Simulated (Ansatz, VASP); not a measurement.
**ZnSe in VASP and in Ansatz**

POSCAR

```
ZnSe
1.0
    0.0000000000      2.8324206805      2.8191083033
    2.8324206805      0.0000000000      2.8191083033
    2.8324206805      2.8324206805      0.0000000000
Zn Se
1 1
Direct
    0.0000000000      0.0000000000      0.0000000000
    0.2500000000      0.2500000000      0.2500000000
```

The input INCAR.step1:

```
PREC     = Accurate       # precision mode
ENCUT    = 520            # plane-wave cutoff, eV
ISMEAR   = 0              # smearing method
SIGMA    = 0.01           # smearing width, eV
LREAL    = False          # projectors in reciprocal space
LASPH    = True           # aspherical terms in the spheres
NELM     = 60             # most SCF steps
NBANDS   = 16             # bands
GGA      = PE             # functional
ALGO     = Normal         # electronic algorithm
EDIFF    = 1E-4           # SCF threshold, eV
LWAVE    = True           # write WAVECAR
LCHARG   = False          # write CHGCAR
```

The input INCAR.step2:

```
PREC     = Accurate       # precision mode
ENCUT    = 520            # plane-wave cutoff, eV
EDIFF    = 1E-7           # SCF threshold, eV
ISMEAR   = 0              # smearing method
SIGMA    = 0.01           # smearing width, eV
LREAL    = False          # projectors in reciprocal space
LASPH    = True           # aspherical terms in the spheres
NELM     = 60             # most SCF steps
ALGO     = Normal         # electronic algorithm
ISIF     = 2              # what is computed and relaxed
LWAVE    = False          # write WAVECAR
LCHARG   = False          # write CHGCAR
METAGGA  = R2SCAN         # meta-GGA
LMIXTAU  = True         
NBANDS   = 16             # bands
ISTART   = 1
```

Contents of KPOINTS:

```
regular mesh
0
Gamma
  8 8 8
```

Input for Ansatz:

```yaml
crystal:
  lattice:
    - [0.0, 2.8324206805, 2.8191083033]
    - [2.8324206805, 0.0, 2.8191083033]
    - [2.8324206805, 2.8324206805, 0.0]
  atoms:
    - { symbol: Zn, position: [0.0, 0.0, 0.0] }
    - { symbol: Se, position: [0.25, 0.25, 0.25] }
kpoints:
  mp_grid: { grid: [8, 8, 8] }
  band_path:
    path:
      - [0.0, 0.0, 0.0]
      - [-0.5, -0.5, 0.0]
      - [-0.375, -0.375, 0.25]
      - [-0.375, 0.0, 0.375]
      - [0.0, 0.0, 0.5]
      - [-0.5, -0.25, 0.25]
    npoints: 1
hamiltonian:
  xc: r2scan
scf:
  occupations: { method: fixed }
  n_extra_bands: 4
output:
  forces: true
  stress: true
  eigenvalues: true
```

Change from the starting cell: uniaxial_z strain -0.5%.

Alike in both runs: task single point; functional r2SCAN; k mesh 8 × 8 × 8; no spin polarisation.

|  | VASP | Ansatz |
| --- | --- | --- |
| version | VASP 6.6.1 | Ansatz 0.2.0 |
| potentials or method | VASP PAW PBE potentials, release 64 (Zn, Se) | plane waves, PAW |
| plane-wave cutoff (eV) | 520 | 500 |
| occupations | gaussian, width 0.01 eV | fixed |
| valence electrons in the cell | 18 | 28 |

Ansatz gave:

- gap on the k mesh at the Fermi level (eV): 1.88
- pressure (GPa): 0.3
- traceless stress, the component that is largest in VASP (GPa): 0.12

Question: Which values does VASP return?

Answer: gap on the k mesh at the Fermi level (eV): 1.88; pressure (GPa): 0.4; traceless stress, the component that is largest in VASP (GPa): 0.12.

VASP's potentials were made for PBE, not for r2SCAN. VASP's potentials hold 18 valence electrons a cell and Ansatz's 28, so a difference there can come from the potentials and not from the codes.
